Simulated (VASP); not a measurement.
# MnS (Fm-3m) in VASP: notebook, part 2 of 2

VASP 6.6.1. Earlier steps stand in the parts before.

**4. Relaxation of cell and atoms, PBEsol+D3(BJ), collinear spin, ferromagnetic start**

Input file INCAR:

```
  PREC = Accurate
  ENCUT = 600
  EDIFF = 1E-6
  ISMEAR = -1
  SIGMA = 0.05
  LREAL = False
  LASPH = True
  NELM = 150
  ALGO = Normal
  ISIF = 3
  LWAVE = False
  LCHARG = False
  ISPIN = 2
  MAGMOM = 4 0
  LORBIT = 11
  LMAXMIX = 4
  GGA = PS
  IVDW = 12
  IBRION = 2
  NSW = 80
  EDIFFG = -0.005
```

Input file KPOINTS:

```
regular mesh
0
Gamma
  9 9 9
```

Input file POSCAR:

```
MnS
1.0
    0.0000000000      2.6045000000      2.6045000000
    2.6045000000      0.0000000000      2.6045000000
    2.6045000000      2.6045000000      0.0000000000
Mn S
1 1
Direct
    0.0000000000      0.0000000000      0.0000000000
    0.5000000000      0.5000000000      0.5000000000
```

Potentials or basis: VASP PAW PBE potentials, release 64 (Mn_pv, S).

On the command line:

```sh
$ cat potpaw_PBE.64/Mn_pv/POTCAR potpaw_PBE.64/S/POTCAR > POTCAR
$ mpirun -np 1 vasp_std > vasp.out
```

OUTCAR:

```text
PREC = Accurate
   ENCUT = 600
   EDIFF = 1E-6
   ISMEAR = -1
   LREAL = False
   LASPH = True
   NELM = 150
   ISIF = 3
   ISPIN = 2
   LORBIT = 11
   GGA = PS
   IVDW = 12
   IBRION = 2
   NSW = 80
   EDIFFG = -0.005
 IVDW          = 12

 ion  position               nearest neighbor table
   1  0.000  0.000  0.000-   2 2.60   2 2.60   2 2.60   2 2.60   2 2.60   2 2.60
   2  0.500  0.500  0.500-   1 2.60   1 2.60   1 2.60   1 2.60   1 2.60   1 2.60

  LATTYP: Found a face centered cubic cell.
 ALAT       =     5.2090000000

  Lattice vectors:

 A1 = (   0.0000000000,   2.6045000000,   2.6045000000)
 A2 = (   2.6045000000,   0.0000000000,   2.6045000000)
 A3 = (   2.6045000000,   2.6045000000,   0.0000000000)

Analysis of symmetry for initial positions (statically):
=====================================================================
 Subroutine PRICEL returns:
 Original cell was already a primitive cell.

 Routine SETGRP: Setting up the symmetry group for a
 face centered cubic supercell.

 Subroutine GETGRP returns: Found 48 space group operations
 (whereof 48 operations were pure point group operations)
 out of a pool of 48 trial point group operations.

The static configuration has the point symmetry O_h .

Analysis of symmetry for dynamics (positions and initial velocities):
=====================================================================
 Subroutine PRICEL returns:
 Original cell was already a primitive cell.

 Routine SETGRP: Setting up the symmetry group for a
 face centered cubic supercell.

 Subroutine GETGRP returns: Found 48 space group operations
 (whereof 48 operations were pure point group operations)
 out of a pool of 48 trial point group operations.

The dynamic configuration has the point symmetry O_h .

Analysis of structural, dynamic, and magnetic symmetry:
=====================================================================
 Subroutine PRICEL returns:
 Original cell was already a primitive cell.

 Routine SETGRP: Setting up the symmetry group for a
 face centered cubic supercell.

 Subroutine GETGRP returns: Found 48 space group operations
 (whereof 48 operations were pure point group operations)
 out of a pool of 48 trial point group operations.

The overall configuration has the point symmetry O_h .

 Subroutine INISYM returns: Found 48 space group operations
 (whereof 48 operations are pure point group operations),
 and found     1 'primitive' translations

----------------------------------------------------------------------------------------

                                     Primitive cell

  volume of cell :      35.3348

  direct lattice vectors                    reciprocal lattice vectors
     0.000000000  2.604500000  2.604500000    -0.191975427  0.191975427  0.191975427
     2.604500000  0.000000000  2.604500000     0.191975427 -0.191975427  0.191975427
     2.604500000  2.604500000  0.000000000     0.191975427  0.191975427 -0.191975427

  length of vectors
     3.683319223  3.683319223  3.683319223     0.332511194  0.332511194  0.332511194

  position of ions in fractional coordinates (direct lattice)
     0.000000000  0.000000000  0.000000000
     0.500000000  0.500000000  0.500000000

  ion indices of the primitive-cell ions
   primitive index   ion index
                 1           1
                 2           2

----------------------------------------------------------------------------------------
[... 62 lines left out ...]
   ISTART =      0    job   : 0-new  1-cont  2-samecut
   ICHARG =      2    charge: 1-file 2-atom 10-const
   ISPIN  =      2    spin polarized calculation?
   LNONCOLLINEAR =      F non collinear calculations
   LSORBIT =      F    spin-orbit coupling
   LASPH  =      T    aspherical Exc in radial PAW
   ENCUT  =  600.0 eV  44.10 Ry    6.64 a.u.   7.36  7.36  7.36*2*pi/ulx,y,z
   NELM   =    150;   NELMIN=  2; NELMDL= -5     # of ELM steps
   EDIFF  = 0.1E-05   stopping-criterion for ELM
   LREAL  =      F    real-space projection
   EDIFFG = -.5E-02   stopping-criterion for IOM
   NSW    =     80    number of steps for IOM
   IBRION =      2    ionic relax: 0-MD 1-quasi-New 2-CG
   NFREE  =      1    steps in history (QN), initial steepest desc. (CG)
   ISIF   =      3    stress and relaxation
   ISYM   =      2    0-nonsym 1-usesym 2-fastsym
   POTIM  = 0.5000    time-step for ionic-motion
   TEBEG  =    0.0;   TEEND  =   0.0 temperature during run
   PSTRESS=    0.0 pullay stress
   NELECT =      19.0000    total number of electrons
   NUPDOWN=      -1.0000    fix difference up-down
   EMIN   =  10.00;   EMAX   =-10.00  energy-range for DOS
   EFERMI =   0.00;   METHOD = LEGACY
   ISMEAR =    -1;   SIGMA  =   0.05  broadening in eV -4-tet -1-fermi 0-gaus
   EFERMI_NEDOS =   21; number of points for ismear=-14 and -15
   IALGO  =     38    algorithm
   IMIX   =      4    mixing-type and parameters
     AMIX     =   0.40;   BMIX     =  1.00
     AMIX_MAG =   1.60;   BMIX_MAG =  1.00
  volume/ion in A,a.u.               =      17.67       119.23
  Fermi-wavevector in a.u.,A,eV,Ry     =   1.331246  2.515690 24.112464  1.772216
  Thomas-Fermi vector in A             =   2.460272
   LORBIT       =     11    0 simple, 1 ext, 2 COOP (PROOUT), +10 PAW based schemes
   GGA     = PS    functional components
   LHFCALC =     F    Hartree Fock is set to
   AEXX    =    0.0000 exact exchange contribution
   IVDW    =    12    specifies the selected vdW correction
   LEPSILON=     F    determine dielectric tensor
   LRPA    =     F    only Hartree local field effects (RPA)
 conjugate gradient relaxation of ions
 spin polarized calculation
  energy-cutoff  :      600.00
  volume of cell :       35.33
 maximum number of plane-waves:      1243
 NGX is ok and might be reduce to    30
   NGX = 15   NGY = 15   NGZ = 15

--------------------------------------- Ionic step        1  -------------------------------------------

 number of electron      19.0000008 magnetization       4.6855103

 Free energy of the ion-electron system (eV)
  ---------------------------------------------------
  ext. energy  EPLUGINS =         0.00000000
  ---------------------------------------------------
  free energy    TOTEN  =       -14.85793128 eV

  energy without entropy =      -14.85107209  energy(sigma->0) =      -14.85450168

------------------------ aborting loop because EDIFF is reached ----------------------------------------

 Edisp (eV)   -0.70863

 E8    (eV) :    -0.4495
[... 111 lines left out ...]
--------------------------------------- Ionic step        4  -------------------------------------------

 number of electron      19.0000003 magnetization       3.9314427

 Free energy of the ion-electron system (eV)
  ---------------------------------------------------
  ext. energy  EPLUGINS =         0.00000000
  ---------------------------------------------------
  free energy    TOTEN  =       -14.98104359 eV

  energy without entropy =      -14.97281632  energy(sigma->0) =      -14.97692996

 E-fermi :   8.9079     XC(G=0): -11.8670

 val. band max:        8.8948624413   @ k =   0.2222   0.2222   0.0000
 cond. band min:       8.9406687262   @ k =  -0.1111   0.1111   0.0000
 fundamental gap:      0.0458062849
 Fermi energy:         8.9078568825

 spin component 1

 k-point     1 :       0.0000    0.0000    0.0000
  band No.  band energies     occupation
      1     -41.1958      1.00000
      2     -41.1958      1.00000
      3     -41.1958      1.00000
      4      -7.1254      1.00000
      5       5.5572      1.00000
      6       5.5572      1.00000
      7       5.5572      1.00000
      8       5.6843      1.00000
      9       5.6843      1.00000
     10       6.8849      1.00000
     11       6.8849      1.00000
     12       6.8849      1.00000
     13      12.4161      0.00000
     14      18.0965      0.00000
[... 403 lines left out ...]
      4      -5.1309      1.00000
      5       1.7681      1.00000
      6       4.6723      1.00000
      7       4.8210      1.00000
      8       4.8210      1.00000
      9       6.0781      1.00000
     10       6.7108      1.00000
     11       6.7108      1.00000
     12       7.5399      1.00000
     13      10.4895      0.00000
     14      14.8496      0.00000
     15      20.7323      0.00000

 [... further k-points ...]

 spin component 2

 k-point     1 :       0.0000    0.0000    0.0000
  band No.  band energies     occupation
      1     -37.3880      1.00000
      2     -37.3880      1.00000
      3     -37.3880      1.00000
      4      -6.8423      1.00000
      5       7.0929      1.00000
      6       7.0929      1.00000
      7       7.0929      1.00000
      8       8.5134      0.99963
      9       8.5134      0.99963
     10       8.5134      0.99963
     11       8.6557      0.99359
     12       8.6557      0.99359
     13      13.1563      0.00000
     14      19.1618      0.00000
[... 448 lines left out ...]
  FREE ENERGIE OF THE ION-ELECTRON SYSTEM (eV)
  ---------------------------------------------------
  free  energy   TOTEN  =       -15.5794685684 eV

  energy  without entropy=      -15.5712413008  energy(sigma->0) =      -15.57535493

 reached required accuracy - stopping structural energy minimisation

 total charge

# of ion       s       p       d       tot
------------------------------------------
    1        0.261   6.235   5.068  11.563
    2        1.322   2.406   0.000   3.728
--------------------------------------------------
tot          1.583   8.641   5.068  15.291

 magnetization (x)

# of ion       s       p       d       tot
------------------------------------------
    1        0.053   0.043   3.550   3.646
    2        0.025   0.029   0.000   0.054
--------------------------------------------------
tot          0.078   0.073   3.550   3.701
```

OSZICAR:

```text
N       E                     dE             d eps       ncg     rms          rms(c)
DAV:   1     0.153003791286E+03    0.15300E+03   -0.11599E+04  2100   0.146E+03
DAV:   2    -0.904782530062E+01   -0.16205E+03   -0.15504E+03  2338   0.360E+02
[... 45 lines left out ...]
DAV:   5    -0.149812790046E+02    0.15464E-02   -0.63415E-03  2275   0.804E-01    0.286E-01
DAV:   6    -0.149811071923E+02    0.17181E-03   -0.31218E-04  2511   0.197E-01    0.174E-01
DAV:   7    -0.149810607338E+02    0.46459E-04   -0.24779E-04  2380   0.134E-01    0.728E-02
DAV:   8    -0.149810421169E+02    0.18617E-04   -0.75074E-05  2417   0.812E-02    0.153E-02
DAV:   9    -0.149810432902E+02   -0.11733E-05   -0.86854E-06  2205   0.321E-02    0.713E-03
DAV:  10    -0.149810435896E+02   -0.29945E-06   -0.42592E-07  1113   0.897E-03
   4 F= -.15579469E+02 E0= -.15575355E+02  d E =-.129060E-01  mag=     3.9315
```

CONTCAR:

```text
MnS
   1.00000000000000
     0.0000000000000000    2.4331223778749971    2.4331223778749971
     2.4331223778749971   -0.0000000000000000    2.4331223778749971
     2.4331223778749971    2.4331223778749971    0.0000000000000000
  Mn              S
     1     1
Direct
     0.0000000000000000    0.0000000000000000    0.0000000000000000
     0.5000000000000000    0.5000000000000000    0.5000000000000000

  0.00000000E+00  0.00000000E+00  0.00000000E+00
  0.00000000E+00  0.00000000E+00  0.00000000E+00
```

Run time: 2.8 min. Hardware: 1 thread of AMD EPYC 9755, shared host; peak memory 0.19 GiB.

Results:

- Free energy: -15.5795 eV
- Relaxed volume: 14.40 Å³/atom
- Relaxed cell: a = 3.441 Å, b = 3.441 Å, c = 3.441 Å, α = 60.00°, β = 60.00°, γ = 60.00°
- Space group after relaxing (to 0.1 Å): Fm-3m (No. 225)
- Energy gained by relaxing: 6.5 meV/atom
- Ionic steps: 4
- Pressure after relaxing: 0.0 GPa
- Net moment: 3.93 μB per cell
- Site moments: Mn +3.65; S +0.05 μB
- Valence electrons inside the program's atomic spheres: Mn 11.56; S 3.73
- Dispersion energy per atom: -0.299 eV

The path:
| step | energy change (eV) | largest force (eV/Å) | pressure (GPa) | volume (Å³) |
| --- | --- | --- | --- | --- |
| 1 | 0.0000 | 0.0000 | -10.50 | 35.33 |
| 2 | -0.0034 | 0.0000 | -3.15 | 29.74 |
| 3 | -0.0051 | 0.0000 | 2.99 | 27.99 |
| 4 | -0.0129 | 0.0000 | 0.02 | 28.81 |

Final structure:
```cif
data_structure
_symmetry_space_group_name_H-M 'P 1'
_symmetry_Int_Tables_number 1
_cell_length_a 3.4410
_cell_length_b 3.4410
_cell_length_c 3.4410
_cell_angle_alpha 60.000
_cell_angle_beta 60.000
_cell_angle_gamma 60.000
_cell_volume 28.81
loop_
_atom_site_label
_atom_site_type_symbol
_atom_site_fract_x
_atom_site_fract_y
_atom_site_fract_z
_atom_site_occupancy
Mn1 Mn 0.00000 0.00000 0.00000 1
S1 S 0.50000 0.50000 0.50000 1
```

Caveat: the volume moved by over 15 % at a fixed basis, so the end points are rough; the PAW data sets were made with another functional, which shifts forces and pressure a little; a cell with one magnetic atom can't hold antiferromagnetic order, which such compounds often take; semilocal functionals often make such compounds metallic where correlation or magnetic order opens a gap, which also shifts bond lengths.

**5. Summary**

```csv
level,gap on the mesh (eV),pressure (GPa),moment (μB),relaxed volume (Å³/atom)
RPBE+D3(BJ),none,0.1,3.74,13.39
PBEsol,none,-0.2,4.00,14.92
PBEsol+D3(BJ),none,0.0,3.93,14.40
```

Alike in all rows: task relaxation of cell and atoms; potentials or basis VASP PAW PBE potentials, release 64 (Mn_pv, S); spin collinear, ferromagnetic start; cell relaxed; k mesh 9 × 9 × 9; cutoff (eV) 600; smearing fermi-dirac 0.05 eV.

Caveats: the volume moved by over 15 % at a fixed basis, so the end points are rough; the PAW data sets were made with another functional, which shifts forces and pressure a little; a cell with one magnetic atom can't hold antiferromagnetic order, which such compounds often take; semilocal functionals often make such compounds metallic where correlation or magnetic order opens a gap, which also shifts bond lengths; the dispersion term is far too large for a dense solid, which distorts pressure and volume (at least some runs).

Absolute energies hang on the potentials; compare differences alone.

The gap in the log of VASP goes by the Fermi energy; the results here count the filled bands.